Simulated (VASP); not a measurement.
# Os (P6_3/mmc) in VASP: single point with LDA

Aim: the single point of Os with LDA.

Everything below comes from runs of VASP 6.6.1. Logs are shortened: lines on timing, memory, paths and dates and some standing lists are left out, and cuts for length are marked.

## (1) The cell of the first run

It takes space group P6_3/mmc (No. 194, hexagonal). Conventional cell: a = 2.713 Å, b = 2.713 Å, c = 4.293 Å, α = 90.00°, β = 90.00°, γ = 120.00°. Within 3.5 Å of Os (site symmetry -6m2) lie 12 Os at 2.66 to 2.71 Å.

## (2) Single point, LDA

INCAR

```
SYSTEM = Os
PREC = Accurate
ENCUT = 560
EDIFF = 1E-6
ISMEAR = -1
SIGMA = 0.05
LREAL = .False.
LASPH = .True.
NELM = 120
ALGO = Normal
ISIF = 2
LWAVE = .False.
LCHARG = .False.
NBANDS = 23
GGA_COMPAT = .False.
```

KPOINTS

```
regular mesh
0
Gamma
  9 9 5
  0 0 0
```

POSCAR

```
Os
1.0
    2.7133018524      0.0000000000      0.0000000000
   -1.3566509262      2.3497883323      0.0000000000
    0.0000000000      0.0000000000      4.2933428030
Os
2
Direct
    0.3333333333      0.6666666667      0.2500000000
    0.6666666667      0.3333333333      0.7500000000
```

Potentials or basis: VASP PAW LDA potentials, release 64 (Os_sv_GW).

The run is started by

```bash
$ cat potpaw_LDA.64/Os_sv_GW/POTCAR > POTCAR
$ mpirun -np 1 vasp_std > vasp.out
```

OUTCAR:

```text
SYSTEM = Os
   PREC = Accurate
   ENCUT = 560
   EDIFF = 1E-6
   ISMEAR = -1
   LREAL = .False.
   LASPH = .True.
   NELM = 120
   ISIF = 2

 ion  position               nearest neighbor table
   1  0.333  0.667  0.250-   2 2.66   2 2.66   2 2.66   2 2.66   2 2.66   2 2.66
   2  0.667  0.333  0.750-   1 2.66   1 2.66   1 2.66   1 2.66   1 2.66   1 2.66

  LATTYP: Found a hexagonal cell.
 ALAT       =     2.7133018524
 C/A-ratio  =     1.5823314311

  Lattice vectors:

 A1 = (   2.7133018524,   0.0000000000,   0.0000000000)
 A2 = (  -1.3566509262,   2.3497883323,   0.0000000000)
 A3 = (   0.0000000000,   0.0000000000,   4.2933428030)

Analysis of symmetry for initial positions (statically):
=====================================================================
 Subroutine PRICEL returns:
 Original cell was already a primitive cell.

 Routine SETGRP: Setting up the symmetry group for a
 hexagonal supercell.

 Subroutine GETGRP returns: Found 24 space group operations
 (whereof 12 operations were pure point group operations)
 out of a pool of 24 trial point group operations.

The static configuration has the point symmetry D_3d.
 The point group associated with its full space group is D_6h.

Analysis of symmetry for dynamics (positions and initial velocities):
=====================================================================
 Subroutine PRICEL returns:
 Original cell was already a primitive cell.

 Routine SETGRP: Setting up the symmetry group for a
 hexagonal supercell.

 Subroutine GETGRP returns: Found 24 space group operations
 (whereof 12 operations were pure point group operations)
 out of a pool of 24 trial point group operations.

The dynamic configuration has the point symmetry D_3d.
 The point group associated with its full space group is D_6h.

 Subroutine INISYM returns: Found 24 space group operations
 (whereof 12 operations are pure point group operations),
 and found     1 'primitive' translations

----------------------------------------------------------------------------------------

                                     Primitive cell

  volume of cell :      27.3730

  direct lattice vectors                    reciprocal lattice vectors
     2.713301852  0.000000000  0.000000000     0.368554645  0.212785123  0.000000000
    -1.356650926  2.349788332  0.000000000     0.000000000  0.425570247  0.000000000
     0.000000000  0.000000000  4.293342803     0.000000000  0.000000000  0.232918741

  length of vectors
     2.713301852  2.713301852  4.293342803     0.425570247  0.425570247  0.232918741

  position of ions in fractional coordinates (direct lattice)
     0.333333333  0.666666667  0.250000000
     0.666666667  0.333333333  0.750000000

  ion indices of the primitive-cell ions
   primitive index   ion index
                 1           1
                 2           2

----------------------------------------------------------------------------------------

 KPOINTS: regular mesh

Automatic generation of k-mesh.
 Grid dimensions read from file:
 generate k-points for:    9    9    5

 Generating k-lattice:

  Cartesian coordinates                     Fractional coordinates (reciprocal lattice)
     0.040950516  0.023642791  0.000000000     0.111111111 -0.000000000  0.000000000
     0.000000000  0.047285583  0.000000000     0.000000000  0.111111111  0.000000000
     0.000000000  0.000000000  0.046583748     0.000000000  0.000000000  0.200000000

  Length of vectors
     0.047285583  0.047285583  0.046583748

  Shift w.r.t. Gamma in fractional coordinates (k-lattice)
     0.000000000  0.000000000  0.000000000

 Subroutine IBZKPT returns following result:
 ===========================================

 Found     36 irreducible k-points:

 Following reciprocal coordinates:
            Coordinates               Weight
  0.000000  0.000000  0.000000      1.000000
  0.111111 -0.000000  0.000000      6.000000
  0.222222 -0.000000  0.000000      6.000000
  0.333333 -0.000000  0.000000      6.000000
  0.444444 -0.000000  0.000000      6.000000
  0.111111  0.111111  0.000000      6.000000
[... 16 lines left out ...]
  0.333333  0.222222  0.200000     24.000000
  0.333333  0.333333  0.200000      4.000000
 [... further k-points ...]
   k-points           NKPTS =     36   k-points in BZ     NKDIM =     36   number of bands    NBANDS=     23
   number of dos      NEDOS =    301   number of ions     NIONS =      2
   total plane-waves  NPLWV =  20736
   dimension x,y,z NGX =    24 NGY =   24 NGZ =   36
   dimension x,y,z NGXF=    48 NGYF=   48 NGZF=   72
   ions per type =               2
   NGX,Y,Z   is equivalent  to a cutoff of  14.70, 14.70, 13.94 a.u.
   NGXF,Y,Z  is equivalent  to a cutoff of  29.41, 29.41, 27.88 a.u.
 SYSTEM =  Os
   PREC   = accura    normal or accurate (medium, high low for compatibility)
   ISTART =      0    job   : 0-new  1-cont  2-samecut
   ICHARG =      2    charge: 1-file 2-atom 10-const
   ISPIN  =      1    spin polarized calculation?
   LNONCOLLINEAR =      F non collinear calculations
   LSORBIT =      F    spin-orbit coupling
   LASPH  =      T    aspherical Exc in radial PAW
   ENCUT  =  560.0 eV  41.16 Ry    6.42 a.u.   5.24  5.24  8.28*2*pi/ulx,y,z
   NELM   =    120;   NELMIN=  2; NELMDL= -5     # of ELM steps
   EDIFF  = 0.1E-05   stopping-criterion for ELM
   LREAL  =      F    real-space projection
[... 7 lines left out ...]
   TEBEG  =    0.0;   TEEND  =   0.0 temperature during run
   PSTRESS=    0.0 pullay stress
   NELECT =      32.0000    total number of electrons
   NUPDOWN=      -1.0000    fix difference up-down
   EMIN   =  10.00;   EMAX   =-10.00  energy-range for DOS
   EFERMI =   0.00;   METHOD = LEGACY
   ISMEAR =    -1;   SIGMA  =   0.05  broadening in eV -4-tet -1-fermi 0-gaus
   EFERMI_NEDOS =   21; number of points for ismear=-14 and -15
   IALGO  =     38    algorithm
   IMIX   =      4    mixing-type and parameters
     AMIX     =   0.40;   BMIX     =  1.00
     AMIX_MAG =   1.60;   BMIX_MAG =  1.00
  volume/ion in A,a.u.               =      13.69        92.36
  Fermi-wavevector in a.u.,A,eV,Ry     =   1.724583  3.258989 40.466249  2.974185
  Thomas-Fermi vector in A             =   2.800244
   LORBIT       =      0    0 simple, 1 ext, 2 COOP (PROOUT), +10 PAW based schemes
   GGA     = CA    functional components
   LHFCALC =     F    Hartree Fock is set to
   AEXX    =    0.0000 exact exchange contribution
   IVDW    =     0    specifies the selected vdW correction
   LEPSILON=     F    determine dielectric tensor
   LRPA    =     F    only Hartree local field effects (RPA)
 non-spin polarized calculation
  energy-cutoff  :      560.00
  volume of cell :       27.37
 maximum number of plane-waves:       833
 NGX is ok and might be reduce to    24
   NGX = 11   NGY = 11   NGZ = 17

 number of electron      31.9999999 magnetization

 Free energy of the ion-electron system (eV)
  ---------------------------------------------------
  ext. energy  EPLUGINS =         0.00000000
  ---------------------------------------------------
  free energy    TOTEN  =       -27.65172927 eV

  energy without entropy =      -27.64259294  energy(sigma->0) =      -27.64716110

 E-fermi :  14.1652     XC(G=0): -14.9497

 val. band max:       14.1523220776   @ k =   0.1111   0.1111   0.4000
 cond. band min:      14.1829607014   @ k =   0.2222  -0.0000   0.4000
 fundamental gap:      0.0306386239
 Fermi energy:        14.1651772336

 k-point     1 :       0.0000    0.0000    0.0000
  band No.  band energies     occupation
      1     -72.3047      2.00000
      2     -72.1748      2.00000
      3     -32.5732      2.00000
      4     -31.5590      2.00000
      5     -31.5590      2.00000
      6     -31.3673      2.00000
[... 15 lines left out ...]
     22      27.3193      0.00000
     23      29.7479      0.00000

 k-point     2 :       0.1111   -0.0000    0.0000
  band No.  band energies     occupation
      1     -72.2933      2.00000
      2     -72.1706      2.00000
      3     -32.5275      2.00000
      4     -31.6565      2.00000
      5     -31.5917      2.00000
      6     -31.4688      2.00000
[... 15 lines left out ...]
     22      28.3646      0.00000
     23      30.3687      0.00000

 k-point     3 :       0.2222   -0.0000    0.0000
  band No.  band energies     occupation
      1     -72.2642      2.00000
      2     -72.1607      2.00000
      3     -32.4009      2.00000
      4     -31.9022      2.00000
      5     -31.7171      2.00000
      6     -31.6707      2.00000
[... 15 lines left out ...]
     22      29.0826      0.00000
     23      29.9760      0.00000

 k-point     4 :       0.3333   -0.0000    0.0000
  band No.  band energies     occupation
      1     -72.2278      2.00000
      2     -72.1528      2.00000
      3     -32.2263      2.00000
      4     -32.1801      2.00000
      5     -31.9849      2.00000
      6     -31.7558      2.00000
[... 15 lines left out ...]
     22      25.3146      0.00000
     23      28.2596      0.00000

 k-point     5 :       0.4444   -0.0000    0.0000
  band No.  band energies     occupation
      1     -72.1996      2.00000
      2     -72.1520      2.00000
      3     -32.3601      2.00000
      4     -32.1523      2.00000
      5     -32.0696      2.00000
      6     -31.8091      2.00000
[... 15 lines left out ...]
     22      25.7744      0.00000
     23      26.0232      0.00000

 k-point     6 :       0.1111    0.1111    0.0000
  band No.  band energies     occupation
      1     -72.2728      2.00000
      2     -72.1635      2.00000
      3     -32.4412      2.00000
      4     -31.8012      2.00000
      5     -31.7219      2.00000
      6     -31.5764      2.00000
[... 15 lines left out ...]
     22      29.6749      0.00000
     23      31.3555      0.00000

 k-point     7 :       0.2222    0.1111    0.0000
  band No.  band energies     occupation
      1     -72.2401      2.00000
      2     -72.1548      2.00000
      3     -32.2889      2.00000
      4     -32.0400      2.00000
      5     -31.9302      2.00000
      6     -31.7068      2.00000
[... 353 lines left out ...]
     22      26.3937      0.00000
     23      27.0383      0.00000

 k-point    21 :       0.4444    0.1111    0.2000
  band No.  band energies     occupation
      1     -72.1872      2.00000
      2     -72.1568      2.00000
      3     -32.4231      2.00000
      4     -32.2448      2.00000
      5     -31.9371      2.00000
      6     -31.7920      2.00000
[... 15 lines left out ...]
     22      24.3852      0.00000
     23      26.0537      0.00000

 k-point    22 :       0.2222    0.2222    0.2000
  band No.  band energies     occupation
      1     -72.2039      2.00000
      2     -72.1567      2.00000
      3     -32.2816      2.00000
      4     -32.1810      2.00000
      5     -31.8964      2.00000
      6     -31.8582      2.00000
[... 15 lines left out ...]
     22      25.6077      0.00000
     23      27.9617      0.00000

 k-point    23 :       0.3333    0.2222    0.2000
  band No.  band energies     occupation
      1     -72.1812      2.00000
      2     -72.1573      2.00000
      3     -32.3155      2.00000
      4     -32.2062      2.00000
      5     -32.0187      2.00000
      6     -31.8121      2.00000
[... 15 lines left out ...]
     22      24.2198      0.00000
     23      27.2953      0.00000

 k-point    24 :       0.3333    0.3333    0.2000
  band No.  band energies     occupation
      1     -72.1654      2.00000
      2     -72.1654      2.00000
      3     -32.1962      2.00000
      4     -32.1784      2.00000
      5     -32.1784      2.00000
      6     -31.8709      2.00000
[... 15 lines left out ...]
     22      27.0560      0.00000
     23      27.0561      0.00000

 [... further k-points ...]
[... 5 lines left out ...]
  --------------------------------------------------------------------------------------
  -------------------------------------------------------------------------------------
  Total        0.0799402      0.0799402      0.1046680      0.0000000      0.0000000      0.0000000
  in kB        4.6790033      4.6790033      6.1263556      0.0000000      0.0000000      0.0000000
  external PRESSURE =       5.1614540 kB  Pullay stress =       0.0000000 kB

 VOLUME and BASIS-vectors are now :
 -----------------------------------------------------------------------------
  energy-cutoff  :      560.00
  volume of cell :       27.37
      direct lattice vectors                 reciprocal lattice vectors
     2.713301852  0.000000000  0.000000000     0.368554645  0.212785123  0.000000000
    -1.356650926  2.349788332  0.000000000     0.000000000  0.425570247  0.000000000
     0.000000000  0.000000000  4.293342803     0.000000000  0.000000000  0.232918741

 POSITION                                       TOTAL-FORCE (eV/Angst)
 -----------------------------------------------------------------------------------
     -0.00000      1.56653      1.07334        -0.000000      0.000000      0.000000
      1.35665      0.78326      3.22001         0.000000     -0.000000      0.000000
 -----------------------------------------------------------------------------------
    total drift:                                0.000000     -0.000000      0.000000

  FREE ENERGIE OF THE ION-ELECTRON SYSTEM (eV)
  ---------------------------------------------------
  free  energy   TOTEN  =       -27.6517292694 eV

  energy  without entropy=      -27.6425929353  energy(sigma->0) =      -27.64716110
```

Run time: 11 s. Hardware: 1 thread of Intel Xeon Platinum 8488C (Sapphire Rapids), shared host; peak memory 0.16 GiB.

Results:

```yaml
Free_energy: -27.6517 eV
Pressure: 0.5 GPa
Band_gap_on_the_k_mesh: zero (bands 16 and 17 overlap by 3.99 eV)
```

Caveat: spin-orbit coupling is left out, which moves the levels of the heavy elements.

The gap in the log of VASP goes by the Fermi energy; the results here count the filled bands.